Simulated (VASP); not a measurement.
# Ti (Pm-3n) in VASP: single point with PBE

Aim: the single point of Ti with PBE.

Program: VASP 6.6.1. These are calculated values, not measurements. Logs are shortened: lines on timing, memory, paths and dates and some standing lists are left out, and cuts for length are marked.

## Step 1: The cell of the first run

It takes space group Pm-3n (No. 223, cubic). Conventional cell: a = 5.194 Å, b = 5.194 Å, c = 5.194 Å, α = 90.00°, β = 90.00°, γ = 90.00°. Within 3.8 Å of Ti (site symmetry m-3) lie 12 Ti at 2.90 Å. Ti (site symmetry -4m2) has 14 Ti at 2.60 to 3.18 Å within 3.4 Å.

## Step 2: Single point, PBE

INCAR

```
  PREC = Accurate
  ENCUT = 520
  EDIFF = 1E-6
  ISMEAR = -1
  SIGMA = 0.1
  LREAL = F
  LASPH = T
  NELM = 60
  ALGO = Normal
  ISIF = 2
  LWAVE = F
  LCHARG = F
  GGA = PE
  NBANDS = 58
```

KPOINTS

```
Automatic mesh
0
Gamma
  7 7 7
```

POSCAR

```
Ti
1.0
    5.1941540523      0.0000000000      0.0000000000
    0.0000000000      5.1941540523      0.0000000000
    0.0000000000      0.0000000000      5.1941540523
Ti
8
Direct
    1.0000000000      0.0000000000      1.0000000000
    0.5000000000      0.5000000000      0.5000000000
    0.2500000000      0.0000000000      0.5000000000
    0.7500000000      1.0000000000      0.5000000000
    0.5000000000      0.2500000000      0.0000000000
    0.5000000000      0.7500000000      1.0000000000
    0.0000000000      0.5000000000      0.2500000000
    1.0000000000      0.5000000000      0.7500000000
```

Potentials or basis: VASP PAW PBE potentials, release 64 (Ti_sv).

Run with:

```sh
$ cat potpaw_PBE.64/Ti_sv/POTCAR > POTCAR
$ mpirun -np 1 vasp_std > vasp.out
```

OUTCAR:

```text
PREC = Accurate
   ENCUT = 520
   EDIFF = 1E-6
   ISMEAR = -1
   LREAL = F
   LASPH = T
   NELM = 60
   ISIF = 2
   GGA = PE

 ion  position               nearest neighbor table
   1  0.000  0.000  0.000-   3 2.90   4 2.90   5 2.90   6 2.90   7 2.90   8 2.90   3 2.90   4 2.90
                             7 2.90   8 2.90   5 2.90   6 2.90
   2  0.500  0.500  0.500-   3 2.90   4 2.90   5 2.90   6 2.90   7 2.90   8 2.90   5 2.90   6 2.90
                             3 2.90   4 2.90   7 2.90   8 2.90
   3  0.250  0.000  0.500-   4 2.60   4 2.60   1 2.90   1 2.90   2 2.90   2 2.90
   4  0.750  0.000  0.500-   3 2.60   3 2.60   1 2.90   1 2.90   2 2.90   2 2.90
   5  0.500  0.250  0.000-   6 2.60   6 2.60   1 2.90   2 2.90   2 2.90   1 2.90
   6  0.500  0.750  0.000-   5 2.60   5 2.60   1 2.90   2 2.90   2 2.90   1 2.90
   7  0.000  0.500  0.250-   8 2.60   8 2.60   1 2.90   2 2.90   1 2.90   2 2.90
   8  0.000  0.500  0.750-   7 2.60   7 2.60   1 2.90   2 2.90   1 2.90   2 2.90

  LATTYP: Found a simple cubic cell.
 ALAT       =     5.1941540523

  Lattice vectors:

 A1 = (   5.1941540523,   0.0000000000,   0.0000000000)
 A2 = (   0.0000000000,   5.1941540523,   0.0000000000)
 A3 = (   0.0000000000,   0.0000000000,   5.1941540523)

Analysis of symmetry for initial positions (statically):
=====================================================================
 Subroutine PRICEL returns:
 Original cell was already a primitive cell.

 Routine SETGRP: Setting up the symmetry group for a
 simple cubic supercell.

 Subroutine GETGRP returns: Found 48 space group operations
 (whereof 24 operations were pure point group operations)
 out of a pool of 48 trial point group operations.

The static configuration has the point symmetry T_h .
 The point group associated with its full space group is O_h .

Analysis of symmetry for dynamics (positions and initial velocities):
=====================================================================
 Subroutine PRICEL returns:
 Original cell was already a primitive cell.

 Routine SETGRP: Setting up the symmetry group for a
 simple cubic supercell.

 Subroutine GETGRP returns: Found 48 space group operations
 (whereof 24 operations were pure point group operations)
 out of a pool of 48 trial point group operations.

The dynamic configuration has the point symmetry T_h .
 The point group associated with its full space group is O_h .

 Subroutine INISYM returns: Found 48 space group operations
 (whereof 24 operations are pure point group operations),
 and found     1 'primitive' translations

----------------------------------------------------------------------------------------

                                     Primitive cell

  volume of cell :     140.1343

  direct lattice vectors                    reciprocal lattice vectors
     5.194154052  0.000000000  0.000000000     0.192524132  0.000000000  0.000000000
     0.000000000  5.194154052  0.000000000     0.000000000  0.192524132  0.000000000
     0.000000000  0.000000000  5.194154052     0.000000000  0.000000000  0.192524132

  length of vectors
     5.194154052  5.194154052  5.194154052     0.192524132  0.192524132  0.192524132

  position of ions in fractional coordinates (direct lattice)
     0.000000000  0.000000000  0.000000000
     0.500000000  0.500000000  0.500000000
     0.250000000  0.000000000  0.500000000
     0.750000000  0.000000000  0.500000000
     0.500000000  0.250000000  0.000000000
     0.500000000  0.750000000  0.000000000
     0.000000000  0.500000000  0.250000000
     0.000000000  0.500000000  0.750000000

  ion indices of the primitive-cell ions
   primitive index   ion index
                 1           1
                 2           2
                 3           3
                 4           4
                 5           5
                 6           6
                 7           7
                 8           8

----------------------------------------------------------------------------------------

 KPOINTS: Automatic mesh

Automatic generation of k-mesh.
 Grid dimensions read from file:
 generate k-points for:    7    7    7

 Generating k-lattice:

  Cartesian coordinates                     Fractional coordinates (reciprocal lattice)
     0.027503447  0.000000000  0.000000000     0.142857143  0.000000000  0.000000000
     0.000000000  0.027503447  0.000000000     0.000000000  0.142857143  0.000000000
     0.000000000  0.000000000  0.027503447     0.000000000  0.000000000  0.142857143

  Length of vectors
     0.027503447  0.027503447  0.027503447

  Shift w.r.t. Gamma in fractional coordinates (k-lattice)
     0.000000000  0.000000000  0.000000000

 Subroutine IBZKPT returns following result:
 ===========================================

 Found     20 irreducible k-points:

 Following reciprocal coordinates:
            Coordinates               Weight
  0.000000  0.000000  0.000000      1.000000
  0.142857  0.000000  0.000000      6.000000
  0.285714  0.000000  0.000000      6.000000
  0.428571  0.000000  0.000000      6.000000
  0.142857  0.142857  0.000000     12.000000
  0.285714  0.142857  0.000000     24.000000
[... 12 lines left out ...]
  0.428571  0.428571  0.285714     24.000000
  0.428571  0.428571  0.428571      8.000000
   k-points           NKPTS =     20   k-points in BZ     NKDIM =     20   number of bands    NBANDS=     58
   number of dos      NEDOS =    301   number of ions     NIONS =      8
   total plane-waves  NPLWV =  64000
   dimension x,y,z NGX =    40 NGY =   40 NGZ =   40
   dimension x,y,z NGXF=    80 NGYF=   80 NGZF=   80
   ions per type =               8
   NGX,Y,Z   is equivalent  to a cutoff of  12.80, 12.80, 12.80 a.u.
   NGXF,Y,Z  is equivalent  to a cutoff of  25.61, 25.61, 25.61 a.u.
 SYSTEM =  unknown system
   PREC   = accura    normal or accurate (medium, high low for compatibility)
   ISTART =      0    job   : 0-new  1-cont  2-samecut
   ICHARG =      2    charge: 1-file 2-atom 10-const
   ISPIN  =      1    spin polarized calculation?
   LNONCOLLINEAR =      F non collinear calculations
   LSORBIT =      F    spin-orbit coupling
   LASPH  =      T    aspherical Exc in radial PAW
   ENCUT  =  520.0 eV  38.22 Ry    6.18 a.u.   9.66  9.66  9.66*2*pi/ulx,y,z
   NELM   =     60;   NELMIN=  2; NELMDL= -5     # of ELM steps
   EDIFF  = 0.1E-05   stopping-criterion for ELM
   LREAL  =      F    real-space projection
   EDIFFG = 0.1E-04   stopping-criterion for IOM
   NSW    =      0    number of steps for IOM
   IBRION =     -1    ionic relax: 0-MD 1-quasi-New 2-CG
   NFREE  =      0    steps in history (QN), initial steepest desc. (CG)
   ISIF   =      2    stress and relaxation
   ISYM   =      2    0-nonsym 1-usesym 2-fastsym
   POTIM  = 0.5000    time-step for ionic-motion
   TEBEG  =    0.0;   TEEND  =   0.0 temperature during run
   PSTRESS=    0.0 pullay stress
   NELECT =      96.0000    total number of electrons
   NUPDOWN=      -1.0000    fix difference up-down
   EMIN   =  10.00;   EMAX   =-10.00  energy-range for DOS
   EFERMI =   0.00;   METHOD = LEGACY
   ISMEAR =    -1;   SIGMA  =   0.10  broadening in eV -4-tet -1-fermi 0-gaus
   EFERMI_NEDOS =   21; number of points for ismear=-14 and -15
   IALGO  =     38    algorithm
   IMIX   =      4    mixing-type and parameters
     AMIX     =   0.40;   BMIX     =  1.00
     AMIX_MAG =   1.60;   BMIX_MAG =  1.00
  volume/ion in A,a.u.               =      17.52       118.21
  Fermi-wavevector in a.u.,A,eV,Ry     =   1.443169  2.727193 28.337340  2.082736
  Thomas-Fermi vector in A             =   2.561607
   LORBIT       =      0    0 simple, 1 ext, 2 COOP (PROOUT), +10 PAW based schemes
   GGA     = PE    functional components
   LHFCALC =     F    Hartree Fock is set to
   AEXX    =    0.0000 exact exchange contribution
   IVDW    =     0    specifies the selected vdW correction
   LEPSILON=     F    determine dielectric tensor
   LRPA    =     F    only Hartree local field effects (RPA)
 non-spin polarized calculation
  energy-cutoff  :      520.00
  volume of cell :      140.13
 maximum number of plane-waves:      3799
 NGX is ok and might be reduce to    40
   NGX = 19   NGY = 19   NGZ = 19

 number of electron      95.9999983 magnetization

 Free energy of the ion-electron system (eV)
  ---------------------------------------------------
  ext. energy  EPLUGINS =         0.00000000
  ---------------------------------------------------
  free energy    TOTEN  =       -61.50318795 eV

  energy without entropy =      -60.81380599  energy(sigma->0) =      -61.15849697

 E-fermi :   7.9103     XC(G=0): -11.4406

 val. band max:        7.9087613480   @ k =   0.0000   0.0000   0.0000
 cond. band min:       7.9127207193   @ k =   0.4286   0.4286   0.0000
 fundamental gap:      0.0039593714
 Fermi energy:         7.9102530975

 k-point     1 :       0.0000    0.0000    0.0000
  band No.  band energies     occupation
      1     -48.5312      2.00000
      2     -48.4431      2.00000
      3     -48.4431      2.00000
      4     -48.4246      2.00000
      5     -48.3771      2.00000
      6     -48.3161      2.00000
[... 50 lines left out ...]
     57       9.1661      0.00001
     58      10.3397      0.00000

 k-point     2 :       0.1429    0.0000    0.0000
  band No.  band energies     occupation
      1     -48.5261      2.00000
      2     -48.4452      2.00000
      3     -48.4386      2.00000
      4     -48.4249      2.00000
      5     -48.3786      2.00000
      6     -48.3222      2.00000
[... 50 lines left out ...]
     57       9.3003      0.00000
     58       9.9051      0.00000

 k-point     3 :       0.2857    0.0000    0.0000
  band No.  band energies     occupation
      1     -48.5119      2.00000
      2     -48.4546      2.00000
      3     -48.4269      2.00000
      4     -48.4225      2.00000
      5     -48.3816      2.00000
      6     -48.3388      2.00000
[... 972 lines left out ...]
      3     -48.4250      2.00000
      4     -48.3975      2.00000
      5     -48.3948      2.00000
      6     -48.3720      2.00000
[... 50 lines left out ...]
     57       9.8019      0.00000
     58       9.8838      0.00000

 k-point    20 :       0.4286    0.4286    0.4286
  band No.  band energies     occupation
      1     -48.4311      2.00000
      2     -48.4266      2.00000
      3     -48.4011      2.00000
      4     -48.4011      2.00000
      5     -48.4002      2.00000
      6     -48.3723      2.00000
[... 50 lines left out ...]
     57       9.9621      0.00000
     58       9.9622      0.00000

------------------------ aborting loop because EDIFF is reached ----------------------------------------

  FORCE on cell =-STRESS in cart. coord.  units (eV):
  Direction    XX          YY          ZZ          XY          YZ          ZX
  --------------------------------------------------------------------------------------
  -------------------------------------------------------------------------------------
  Total       -0.1957285     -0.1957285     -0.1957285      0.0000000     -0.0000000     -0.0000000
  in kB       -2.2377940     -2.2377940     -2.2377940      0.0000000     -0.0000000     -0.0000000
  external PRESSURE =      -2.2377940 kB  Pullay stress =       0.0000000 kB

 VOLUME and BASIS-vectors are now :
 -----------------------------------------------------------------------------
  energy-cutoff  :      520.00
  volume of cell :      140.13
      direct lattice vectors                 reciprocal lattice vectors
     5.194154052  0.000000000  0.000000000     0.192524132  0.000000000  0.000000000
     0.000000000  5.194154052  0.000000000     0.000000000  0.192524132  0.000000000
     0.000000000  0.000000000  5.194154052     0.000000000  0.000000000  0.192524132

 POSITION                                       TOTAL-FORCE (eV/Angst)
 -----------------------------------------------------------------------------------
      0.00000      0.00000      0.00000         0.000000      0.000000      0.000000
      2.59708      2.59708      2.59708         0.000000      0.000000      0.000000
      1.29854      0.00000      2.59708        -0.000000      0.000000     -0.000000
      3.89562      0.00000      2.59708         0.000000      0.000000     -0.000000
      2.59708      1.29854      0.00000        -0.000000      0.000000      0.000000
      2.59708      3.89562      0.00000        -0.000000     -0.000000     -0.000000
      0.00000      2.59708      1.29854         0.000000     -0.000000      0.000000
      0.00000      2.59708      3.89562        -0.000000     -0.000000      0.000000
 -----------------------------------------------------------------------------------
    total drift:                                0.000000     -0.000000      0.000000

  FREE ENERGIE OF THE ION-ELECTRON SYSTEM (eV)
  ---------------------------------------------------
  free  energy   TOTEN  =       -61.5031879508 eV

  energy  without entropy=      -60.8138059883  energy(sigma->0) =      -61.15849697
```

Wall time 5.8 min (1 thread of AMD EPYC 7R13, shared host); peak memory 0.29 GiB.

Results:

```
Free energy            : -61.5032 eV
Pressure               : -0.2 GPa
Band gap on the k mesh : zero (band 48 reaches 7.99 eV, above the bottom of band 49 at 7.48 eV)
```

Levels at points of the mesh, in eV from the Fermi level:
```
           k point  band 46  band 47  band 48  band 49  band 50  band 51
(0.00, 0.00, 0.00)    -0.53    -0.43    -0.43    -0.43     0.00     0.00
```
